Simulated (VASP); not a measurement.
Wanted: the native input for a VASP 6.6.1 run.

| Quantity | Value |
| --- | --- |
| Task | single point |
| Functional | LDA |
| Potentials or basis | VASP PAW LDA potentials, release 64 (Mg, O) |
| Cutoff | 520 eV |
| k mesh | 2 × 2 × 2 |
| Occupations | fermi-dirac, width 0.02 eV |
| Spin | no spin polarisation |
| Dipole correction | no |
| Further INCAR settings | LREAL = Auto; ALGO = Normal; EDIFF = 1e-06; NBANDS = 47 |

The structure of Mg9O8 (a cell with a defect) lies in POSCAR:

```
Mg9O8
1.0
    0.0000000000      4.3100000000      4.3100000000
    4.3100000000      0.0000000000      4.3100000000
    4.3100000000      4.3100000000      0.0000000000
Mg O
9 8
Direct
    0.0266092807      0.0640354988     -0.0303016241
   -0.0688245940     -0.0588631090      0.4059109049
    0.0395229698      0.4623194896      0.0438545244
    0.0397221578      0.4620975638      0.4827662413
    0.4575914153     -0.0099563805      0.0638751740
    0.4577167053     -0.0094505800      0.5173814385
    0.5190976798      0.5118148492     -0.0008473318
    0.5099348028      0.4885431555      0.5156661253
   -0.0690706497     -0.0584808585      0.7520815545
    0.3060025522      0.2665819026      0.2279842227
    0.2633213457      0.2673174014      0.7490935035
    0.2649808585      0.7278899072      0.2382530162
    0.2657651972      0.7273960557      0.7971844548
    0.7582149652      0.2928277262      0.2159029002
    0.7585873550      0.2934370070      0.7621075406
    0.7705450116      0.7726327146      0.2426747100
    0.7032099768      0.7955232019      0.7658259861
```

These files were run (other wordings do the same):

INCAR

```
SYSTEM = Mg9O8
PREC = Accurate
ENCUT = 520
EDIFF = 1E-6
ISMEAR = -1
SIGMA = 0.02
LREAL = Auto
LASPH = .True.
NELM = 60
ALGO = Normal
ISIF = 2
LWAVE = .False.
LCHARG = .True.
GGA = CA
LELF = .True.
LVHAR = .True.
NBANDS = 47
```

KPOINTS

```
regular mesh
0
Gamma
  2 2 2
  0 0 0
```

Potentials or basis: VASP PAW LDA potentials, release 64 (Mg, O).

Launch:

```bash
$ cat potpaw_LDA.64/Mg/POTCAR potpaw_LDA.64/O/POTCAR > POTCAR
$ mpirun -np 1 vasp_std > vasp.out
```

Results of the run:

```yaml
Pressure: 18.3 GPa
Largest_force: 0.049 eV/Å
Band_gap_on_the_k_mesh: 0.21 eV
```

Caveat: the k points lie up to 0.63 Å⁻¹ apart.

Wall time 2.3 min on 1 thread of AMD EPYC 7R43 64-Core Processor (Zen 3), on a shared host, peak memory 0.23 GiB.
